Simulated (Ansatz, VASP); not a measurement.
# AlNi3 in VASP and in Ansatz

File INCAR:

```
SYSTEM = AlNi3
ALGO = Normal ; EDIFF = 1E-7
ENCUT = 520 ; GGA = PS
ISIF = 2 ; ISMEAR = 0
ISPIN = 2 ; LASPH = .TRUE.
LCHARG = .FALSE. ; LMAXMIX = 4
LORBIT = 11 ; LREAL = .FALSE.
LWAVE = .FALSE. ; MAGMOM = 0 0.28 0.28 0.28
NBANDS = 28 ; NELM = 150
PREC = Accurate ; SIGMA = 0.15
```

KPOINTS

```
k-points
0
G
  14 14 14
  0 0 0
```

POSCAR

```
AlNi3
1.0
    3.5190868455      0.0000000000      0.0000000000
    0.0000000000      3.5190868455      0.0000000000
    0.0000000000      0.0000000000      3.8006137931
Al Ni
1 3
Direct
    0.0000000000      0.0000000000      0.0000000000
    0.0000000000      0.5000000000      0.5000000000
    0.5000000000      0.0000000000      0.5000000000
    0.5000000000      0.5000000000      0.0000000000
```

Input for Ansatz:

```yaml
crystal:
  lattice:
    - [3.5190868455, 0.0, 0.0]
    - [0.0, 3.5190868455, 0.0]
    - [0.0, 0.0, 3.8006137931]
  atoms:
    - { symbol: Al, position: [0.0, 0.0, 0.0] }
    - { symbol: Ni, position: [0.0, 0.5, 0.5], spin: 0.28 }
    - { symbol: Ni, position: [0.5, 0.0, 0.5], spin: 0.28 }
    - { symbol: Ni, position: [0.5, 0.5, 0.0], spin: 0.28 }
basis:
  ecutwfc: 420
kpoints:
  mp_grid: { grid: [14, 14, 14] }
hamiltonian:
  xc: pbesol
scf:
  occupations: { method: gaussian, width: 0.15 }
output:
  forces: true
  stress: true
  eigenvalues: true
  populations: true
  write_density: true
  write_potential: true
  elf: true
  volumetric_format: npy
magnetization:
  spin_polarized: true
```

Change from the starting cell: strain +0.000 along x and y, +0.080 along z, atoms carried along.

Alike in both runs: task single point; functional PBEsol; k mesh 14 × 14 × 14; occupations gaussian, width 0.15 eV; collinear spin.

|  | VASP | Ansatz |
| --- | --- | --- |
| version | VASP 6.6.1 | Ansatz 0.2.0 |
| potentials or method | VASP PAW PBE potentials, release 64 (Al, Ni), cutoff 520 eV | scalar-relativistic, plane waves, PAW |
| valence electrons in the cell | 33 | 57 |

|  | VASP | Ansatz | Ansatz less VASP |
| --- | --- | --- | --- |
| gap on the k mesh at the Fermi level (eV) | none | none | - |
| pressure (GPa) | -12.6 | -12.9 | -0.22 |
| traceless stress, the component that is largest in VASP (GPa) | -5.07 | -5.27 | -0.193 |
| net moment per atom (μB) | 0.13 | 0.14 | +0.010 |
| size of the moment on the site where the two differ most (μB) | 0.19 | 0.22 | +0.022 |

VASP's potentials were made for PBE, not for PBEsol. Site moments also hang on the region over which each program counts them. A gap of «none» marks a metal or a gap that the smearing closes. VASP's potentials hold 33 valence electrons a cell and Ansatz's 57, so a difference there can come from the potentials and not from the codes.
